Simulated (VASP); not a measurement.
# BeSe (F-43m) in VASP: settings compared

BeSe is run at these levels: r2SCAN, PBE0; tasks: single point.

Program: VASP 6.6.1. These are calculated values, not measurements. Logs are shortened: lines on timing, memory, paths and dates and some standing lists are left out, and cuts for length are marked.

## Step 1: The cell of the first run

It takes space group F-43m (No. 216, cubic). The conventional cell has a = 5.162 Å, b = 5.162 Å, c = 5.162 Å, α = 90.00°, β = 90.00°, γ = 90.00°. Within 3.0 Å of Be (site symmetry -43m) lie 4 Se at 2.24 Å. Within 3.0 Å of Se (site symmetry -43m) lie 4 Be at 2.24 Å.

## Step 2: Single point, r2SCAN

The input, POSCAR:

```
BeSe
1.0
    0.0000000000      2.5810353745      2.5810353745
    2.5810353745      0.0000000000      2.5810353745
    2.5810353745      2.5810353745      0.0000000000
Be Se
1 1
Direct
    0.0000000000      0.0000000000      0.0000000000
    0.2500000000      0.2500000000      0.2500000000
```

The input, INCAR.step1:

```
PREC = Accurate ; ENCUT = 660
ISMEAR = 0 ; SIGMA = 0.01
LREAL = F ; LASPH = T
NELM = 120 ; NBANDS = 11
GGA = PE ; ALGO = Normal
EDIFF = 1E-5 ; LWAVE = T
LCHARG = F ; GGA_COMPAT = F
```

The input, INCAR.step2:

```
PREC = Accurate ; ENCUT = 660
EDIFF = 1E-6 ; ISMEAR = 0
SIGMA = 0.01 ; LREAL = F
LASPH = T ; NELM = 120
ALGO = Normal ; ISIF = 2
LWAVE = F ; LCHARG = T
METAGGA = R2SCAN ; LMIXTAU = T
LELF = T ; LVHAR = T
NBANDS = 11 ; ISTART = 1
GGA_COMPAT = F
```

The input, KPOINTS:

```
regular mesh
0
Gamma
  6 6 6
```

Potentials or basis: VASP PAW PBE potentials, release 64 (Be, Se).

The run is started by

```sh
$ cat potpaw_PBE.64/Be/POTCAR potpaw_PBE.64/Se/POTCAR > POTCAR
$ cp INCAR.step1 INCAR
$ mpirun -np 1 vasp_std > vasp.out
$ cp INCAR.step2 INCAR
$ mpirun -np 1 vasp_std > vasp.out
```

OUTCAR:

```text
PREC = Accurate
   ENCUT = 660
   EDIFF = 1E-6
   ISMEAR = 0
   LREAL = F
   LASPH = T
   NELM = 120
   ISIF = 2
   METAGGA = R2SCAN
   ISTART = 1

 ion  position               nearest neighbor table
   1  0.000  0.000  0.000-   2 2.24   2 2.24   2 2.24   2 2.24
   2  0.250  0.250  0.250-   1 2.24   1 2.24   1 2.24   1 2.24

  LATTYP: Found a face centered cubic cell.
 ALAT       =     5.1620707490

  Lattice vectors:

 A1 = (   0.0000000000,   2.5810353745,   2.5810353745)
 A2 = (   2.5810353745,   0.0000000000,   2.5810353745)
 A3 = (   2.5810353745,   2.5810353745,   0.0000000000)

Analysis of symmetry for initial positions (statically):
=====================================================================
 Subroutine PRICEL returns:
 Original cell was already a primitive cell.

 Routine SETGRP: Setting up the symmetry group for a
 face centered cubic supercell.

 Subroutine GETGRP returns: Found 24 space group operations
 (whereof 24 operations were pure point group operations)
 out of a pool of 48 trial point group operations.

The static configuration has the point symmetry T_d .

Analysis of symmetry for dynamics (positions and initial velocities):
=====================================================================
 Subroutine PRICEL returns:
 Original cell was already a primitive cell.

 Routine SETGRP: Setting up the symmetry group for a
 face centered cubic supercell.

 Subroutine GETGRP returns: Found 24 space group operations
 (whereof 24 operations were pure point group operations)
 out of a pool of 48 trial point group operations.

The dynamic configuration has the point symmetry T_d .

 Subroutine INISYM returns: Found 24 space group operations
 (whereof 24 operations are pure point group operations),
 and found     1 'primitive' translations

----------------------------------------------------------------------------------------

                                     Primitive cell

  volume of cell :      34.3884

  direct lattice vectors                    reciprocal lattice vectors
     0.000000000  2.581035374  2.581035374    -0.193720708  0.193720708  0.193720708
     2.581035374  0.000000000  2.581035374     0.193720708 -0.193720708  0.193720708
     2.581035374  2.581035374  0.000000000     0.193720708  0.193720708 -0.193720708

  length of vectors
     3.650135232  3.650135232  3.650135232     0.335534109  0.335534109  0.335534109

  position of ions in fractional coordinates (direct lattice)
     0.000000000  0.000000000  0.000000000
     0.250000000  0.250000000  0.250000000

  ion indices of the primitive-cell ions
   primitive index   ion index
                 1           1
                 2           2

----------------------------------------------------------------------------------------

 KPOINTS: regular mesh

Automatic generation of k-mesh.
 Grid dimensions read from file:
 generate k-points for:    6    6    6

 Generating k-lattice:

  Cartesian coordinates                     Fractional coordinates (reciprocal lattice)
    -0.032286785  0.032286785  0.032286785     0.166666667  0.000000000  0.000000000
     0.032286785 -0.032286785  0.032286785     0.000000000  0.166666667  0.000000000
     0.032286785  0.032286785 -0.032286785     0.000000000  0.000000000  0.166666667

  Length of vectors
     0.055922351  0.055922351  0.055922351

  Shift w.r.t. Gamma in fractional coordinates (k-lattice)
     0.000000000  0.000000000  0.000000000

 Subroutine IBZKPT returns following result:
 ===========================================

 Found     16 irreducible k-points:

 Following reciprocal coordinates:
            Coordinates               Weight
  0.000000  0.000000  0.000000      1.000000
  0.166667  0.000000  0.000000      8.000000
  0.333333  0.000000  0.000000      8.000000
  0.500000  0.000000  0.000000      4.000000
  0.166667  0.166667  0.000000      6.000000
  0.333333  0.166667  0.000000     24.000000
[... 8 lines left out ...]
 -0.333333  0.333333  0.166667     24.000000
 -0.333333  0.500000  0.166667     12.000000
   k-points           NKPTS =     16   k-points in BZ     NKDIM =     16   number of bands    NBANDS=     11
   number of dos      NEDOS =    301   number of ions     NIONS =      2
   total plane-waves  NPLWV =  32768
   dimension x,y,z NGX =    32 NGY =   32 NGZ =   32
   dimension x,y,z NGXF=    64 NGYF=   64 NGZF=   64
   ions per type =               1   1
   NGX,Y,Z   is equivalent  to a cutoff of  14.57, 14.57, 14.57 a.u.
   NGXF,Y,Z  is equivalent  to a cutoff of  29.15, 29.15, 29.15 a.u.
 SYSTEM =  unknown system
   PREC   = accura    normal or accurate (medium, high low for compatibility)
   ISTART =      1    job   : 0-new  1-cont  2-samecut
   ICHARG =      0    charge: 1-file 2-atom 10-const
   ISPIN  =      1    spin polarized calculation?
   LNONCOLLINEAR =      F non collinear calculations
   LSORBIT =      F    spin-orbit coupling
   LASPH  =      T    aspherical Exc in radial PAW
   ENCUT  =  660.0 eV  48.51 Ry    6.96 a.u.   7.65  7.65  7.65*2*pi/ulx,y,z
   NELM   =    120;   NELMIN=  2; NELMDL=  0     # of ELM steps
   EDIFF  = 0.1E-05   stopping-criterion for ELM
   LREAL  =      F    real-space projection
   EDIFFG = 0.1E-04   stopping-criterion for IOM
   NSW    =      0    number of steps for IOM
   IBRION =     -1    ionic relax: 0-MD 1-quasi-New 2-CG
   NFREE  =      0    steps in history (QN), initial steepest desc. (CG)
   ISIF   =      2    stress and relaxation
   ISYM   =      2    0-nonsym 1-usesym 2-fastsym
   POTIM  = 0.5000    time-step for ionic-motion
   TEBEG  =    0.0;   TEEND  =   0.0 temperature during run
   PSTRESS=    0.0 pullay stress
   NELECT =       8.0000    total number of electrons
   NUPDOWN=      -1.0000    fix difference up-down
   EMIN   =  10.00;   EMAX   =-10.00  energy-range for DOS
   EFERMI =   0.00;   METHOD = LEGACY
   ISMEAR =     0;   SIGMA  =   0.01  broadening in eV -4-tet -1-fermi 0-gaus
   EFERMI_NEDOS =   21; number of points for ismear=-14 and -15
   IALGO  =     38    algorithm
   IMIX   =      4    mixing-type and parameters
     AMIX     =   0.40;   BMIX     =  1.00
     AMIX_MAG =   1.60;   BMIX_MAG =  1.00
  volume/ion in A,a.u.               =      17.19       116.03
  Fermi-wavevector in a.u.,A,eV,Ry     =   1.006856  1.902683 13.793040  1.013760
  Thomas-Fermi vector in A             =   2.139625
   LORBIT       =      0    0 simple, 1 ext, 2 COOP (PROOUT), +10 PAW based schemes
   METAGGA = R2SCAN    functional components
   LHFCALC =     F    Hartree Fock is set to
   AEXX    =    0.0000 exact exchange contribution
   IVDW    =     0    specifies the selected vdW correction
   LEPSILON=     F    determine dielectric tensor
   LRPA    =     F    only Hartree local field effects (RPA)
 non-spin polarized calculation
 Gauss-broadening in eV      SIGMA  =   0.01
  energy-cutoff  :      660.00
  volume of cell :       34.39
 maximum number of plane-waves:      1363
 NGX is ok and might be reduce to    32
   NGX = 15   NGY = 15   NGZ = 15

 number of electron       8.0000000 magnetization

 Free energy of the ion-electron system (eV)
  ---------------------------------------------------
  ext. energy  EPLUGINS =         0.00000000
  ---------------------------------------------------
  free energy    TOTEN  =       -20.52660589 eV

  energy without entropy =      -20.52660589  energy(sigma->0) =      -20.52660589

 E-fermi :   3.1330     XC(G=0):  -9.8085

 val. band max:        3.0157006978   @ k =   0.0000   0.0000   0.0000
 cond. band min:       6.1384280236   @ k =   0.5000   0.5000   0.0000
 fundamental gap:      3.1227273258
 Fermi energy:         3.1329987422

 k-point     1 :       0.0000    0.0000    0.0000
  band No.  band energies     occupation
      1     -11.2461      2.00000
      2       3.0157      2.00000
      3       3.0157      2.00000
      4       3.0157      2.00000
      5       8.0580      0.00000
      6       8.6088      0.00000
      7       8.6088      0.00000
      8       8.6088      0.00000
      9      15.9387      0.00000
     10      16.1314      0.00000
     11      16.1314      0.00000

 k-point     2 :       0.1667    0.0000    0.0000
  band No.  band energies     occupation
      1     -10.9682      2.00000
      2       1.0104      2.00000
      3       2.6759      2.00000
      4       2.6759      2.00000
      5       8.1939      0.00000
      6       9.1755      0.00000
      7       9.1755      0.00000
      8      10.5193      0.00000
      9      14.9731      0.00000
     10      14.9731      0.00000
     11      16.1637      0.00000

 k-point     3 :       0.3333    0.0000    0.0000
  band No.  band energies     occupation
      1     -10.2925      2.00000
      2      -1.6291      2.00000
      3       2.1505      2.00000
      4       2.1505      2.00000
      5       8.0109      0.00000
      6       9.6338      0.00000
      7       9.6338      0.00000
      8      13.2126      0.00000
      9      15.6667      0.00000
     10      15.6667      0.00000
     11      16.0096      0.00000

 k-point     4 :       0.5000    0.0000    0.0000
  band No.  band energies     occupation
      1      -9.8568      2.00000
      2      -2.7806      2.00000
      3       1.9357      2.00000
      4       1.9357      2.00000
      5       7.9248      0.00000
      6       9.5635      0.00000
      7       9.5635      0.00000
      8      13.7872      0.00000
      9      17.4632      0.00000
     10      18.1355      0.00000
     11      18.1355      0.00000
[... 127 lines left out ...]
 k-point    14 :       0.5000    0.3333    0.1667
  band No.  band energies     occupation
      1      -9.7984      2.00000
      2      -1.5017      2.00000
      3      -0.0369      2.00000
      4       1.0690      2.00000
      5       8.6790      0.00000
      6      10.0317      0.00000
      7      10.4123      0.00000
      8      13.2333      0.00000
      9      15.8029      0.00000
     10      16.9203      0.00000
     11      19.5352      0.00000

 k-point    15 :      -0.3333    0.3333    0.1667
  band No.  band energies     occupation
      1      -9.4845      2.00000
      2      -1.9226      2.00000
      3      -0.5156      2.00000
      4       0.6124      2.00000
      5       9.2343      0.00000
      6       9.7406      0.00000
      7      12.3753      0.00000
      8      12.8669      0.00000
      9      14.2312      0.00000
     10      18.5429      0.00000
     11      19.0466      0.00000

 k-point    16 :      -0.3333    0.5000    0.1667
  band No.  band energies     occupation
      1      -9.3509      2.00000
      2      -1.7639      2.00000
      3      -0.4418      2.00000
      4      -0.1433      2.00000
      5       8.1414      0.00000
      6       9.4929      0.00000
      7      12.7114      0.00000
      8      13.3633      0.00000
      9      17.4639      0.00000
     10      17.5228      0.00000
     11      19.9170      0.00000

------------------------ aborting loop because EDIFF is reached ----------------------------------------

  FORCE on cell =-STRESS in cart. coord.  units (eV):
  Direction    XX          YY          ZZ          XY          YZ          ZX
  --------------------------------------------------------------------------------------
  -------------------------------------------------------------------------------------
  Total        0.0640707      0.0640707      0.0640707      0.0000000      0.0000000      0.0000000
  in kB        2.9850940      2.9850940      2.9850940      0.0000000      0.0000000      0.0000000
  external PRESSURE =       2.9850940 kB  Pullay stress =       0.0000000 kB

 VOLUME and BASIS-vectors are now :
 -----------------------------------------------------------------------------
  energy-cutoff  :      660.00
  volume of cell :       34.39
      direct lattice vectors                 reciprocal lattice vectors
     0.000000000  2.581035374  2.581035374    -0.193720708  0.193720708  0.193720708
     2.581035374  0.000000000  2.581035374     0.193720708 -0.193720708  0.193720708
     2.581035374  2.581035374  0.000000000     0.193720708  0.193720708 -0.193720708

 POSITION                                       TOTAL-FORCE (eV/Angst)
 -----------------------------------------------------------------------------------
      0.00000      0.00000      0.00000        -0.000000     -0.000000     -0.000000
      1.29052      1.29052      1.29052         0.000000      0.000000      0.000000
 -----------------------------------------------------------------------------------
    total drift:                                0.000000      0.000000      0.000000

  FREE ENERGIE OF THE ION-ELECTRON SYSTEM (eV)
  ---------------------------------------------------
  free  energy   TOTEN  =       -20.5266058857 eV

  energy  without entropy=      -20.5266058857  energy(sigma->0) =      -20.52660589
```

It took 39 s on 1 thread of AMD EPYC 7R43 (Zen 3), shared host; peak memory 0.15 GiB.

Results:

```yaml
Free_energy: -20.5266 eV
Pressure: 0.3 GPa
Band_gap_on_the_k_mesh: 3.12 eV (least direct gap 5.04 eV)
```

Caveat: the PAW data sets were made with another functional, which shifts forces and pressure a little.

## Step 3: Single point, PBE0

POSCAR is that of step 2.

The input, INCAR.step1:

```
SYSTEM = BeSe
PREC = Accurate
ENCUT = 520
EDIFF = 1E-5
ISMEAR = 0
SIGMA = 0.01
LREAL = .FALSE.
LASPH = .TRUE.
NELM = 120
ALGO = Normal
ISIF = 2
LWAVE = .TRUE.
LCHARG = .FALSE.
GGA = PE
NBANDS = 11
GGA_COMPAT = .FALSE.
```

The input, INCAR.step2:

```
SYSTEM = BeSe
PREC = Accurate
ENCUT = 520
EDIFF = 1E-6
ISMEAR = 0
SIGMA = 0.01
LREAL = .FALSE.
LASPH = .TRUE.
NELM = 120
ALGO = Normal
ISIF = 2
LWAVE = .FALSE.
LCHARG = .FALSE.
GGA = PE
LHFCALC = .TRUE.
AEXX = 0.25
PRECFOCK = Normal
ISTART = 1
NBANDS = 11
GGA_COMPAT = .FALSE.
```

The input, KPOINTS:

```
Automatic mesh
0
G
  6 6 6
  0 0 0
```

Potentials or basis: VASP PAW PBE potentials, release 64 (Be, Se).

The run is started by

```sh
$ cat potpaw_PBE.64/Be/POTCAR potpaw_PBE.64/Se/POTCAR > POTCAR
$ cp INCAR.step1 INCAR
$ mpirun -np 1 vasp_std > vasp.out
$ cp INCAR.step2 INCAR
$ mpirun -np 1 vasp_std > vasp.out
```

OUTCAR:

```text
SYSTEM = BeSe
   PREC = Accurate
   ENCUT = 520
   EDIFF = 1E-6
   ISMEAR = 0
   LREAL = .FALSE.
   LASPH = .TRUE.
   NELM = 120
   ISIF = 2
   GGA = PE
   LHFCALC = .TRUE.
   AEXX = 0.25
   PRECFOCK = Normal
   ISTART = 1

 ion  position               nearest neighbor table
   1  0.000  0.000  0.000-   2 2.24   2 2.24   2 2.24   2 2.24
   2  0.250  0.250  0.250-   1 2.24   1 2.24   1 2.24   1 2.24

  LATTYP: Found a face centered cubic cell.
 ALAT       =     5.1620707490

[... 409 lines left out ...]

------------------------ aborting loop because EDIFF is reached ----------------------------------------

  FORCE on cell =-STRESS in cart. coord.  units (eV):
  Direction    XX          YY          ZZ          XY          YZ          ZX
  --------------------------------------------------------------------------------------
  -------------------------------------------------------------------------------------
  Total       -0.1726407     -0.1726407     -0.1726407      0.0000000      0.0000000     -0.0000000
  in kB       -8.0434424     -8.0434424     -8.0434424      0.0000000      0.0000000     -0.0000000
  external PRESSURE =      -8.0434424 kB  Pullay stress =       0.0000000 kB

 VOLUME and BASIS-vectors are now :
 -----------------------------------------------------------------------------
  energy-cutoff  :      520.00
  volume of cell :       34.39
      direct lattice vectors                 reciprocal lattice vectors
     0.000000000  2.581035374  2.581035374    -0.193720708  0.193720708  0.193720708
     2.581035374  0.000000000  2.581035374     0.193720708 -0.193720708  0.193720708
     2.581035374  2.581035374  0.000000000     0.193720708  0.193720708 -0.193720708

 POSITION                                       TOTAL-FORCE (eV/Angst)
 -----------------------------------------------------------------------------------
      0.00000      0.00000      0.00000        -0.000000     -0.000000     -0.000000
      1.29052      1.29052      1.29052         0.000000      0.000000      0.000000
 -----------------------------------------------------------------------------------
    total drift:                                0.000000      0.000000      0.000000

  FREE ENERGIE OF THE ION-ELECTRON SYSTEM (eV)
  ---------------------------------------------------
  free  energy   TOTEN  =       -10.7126886315 eV

  energy  without entropy=      -10.7126886315  energy(sigma->0) =      -10.71268863
```

Run time: 11 min. Hardware: 1 thread of AMD EPYC 7R43 (Zen 3), shared host; peak memory 0.15 GiB.

Results:

| Item | Value |
| --- | --- |
| Free energy | -10.7127 eV |
| Pressure | -0.8 GPa |
| Band gap on the k mesh | 4.20 eV (least direct gap 6.07 eV) |

Levels at points of the mesh, in eV from the valence-band top:
```
           k point  band 2  band 3  band 4  band 5  band 6  band 7
(0.00, 0.00, 0.00)    0.00    0.00    0.00    6.07    6.81    6.81
(0.50, 0.00, 0.00)   -6.25   -1.16   -1.16    6.02    7.79    7.79
(0.50, 0.50, 0.00)   -5.59   -2.87   -2.87    4.20    5.84   13.97
```

Caveat: the PAW data sets were made with another functional, which shifts forces and pressure a little.
